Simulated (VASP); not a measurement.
The system is SnSe.

```
CELL_PARAMETERS angstrom
0.00000 3.36398 3.36398
3.36398 0.00000 3.36398
3.36398 3.36398 0.00000
ATOMIC_POSITIONS crystal
Sn 0.00000 0.00000 0.00000
Se 0.25000 0.25000 0.25000
```

Program: VASP 6.6.1. Alike in all runs: task single point; potentials or basis VASP PAW PBE potentials, release 64 (Sn_d, Se); no spin polarisation; cell as given; k mesh 4 × 4 × 4; cutoff (eV) 520; smearing fermi-dirac 0.02 eV.

Problem. Order these runs on this cell by their band gap on the k mesh, lowest first.
A. level PBE-based global hybrid with 35 % exact exchange; grid for exact exchange (PRECFOCK) Normal; share of exact exchange 0.35
B. level HSE06; grid for exact exchange (PRECFOCK) Normal; share of exact exchange 0.25; screening parameter 0.2079 1/Å
C. level PBE
D. level PBE-based global hybrid with 75 % exact exchange; grid for exact exchange (PRECFOCK) Normal; share of exact exchange 0.75

Solution. C (metal), B (0.31 eV), A (1.38 eV), D (3.22 eV).

Caveats: some runs use coarse meshes; the structure was generated, so it needn't be the stable form of SnSe; spin-orbit coupling is left out, which moves the levels of the heavy elements; semilocal functionals underestimate gaps, and a narrow one can read as zero (at least some runs).

A k mesh can miss the band edges.
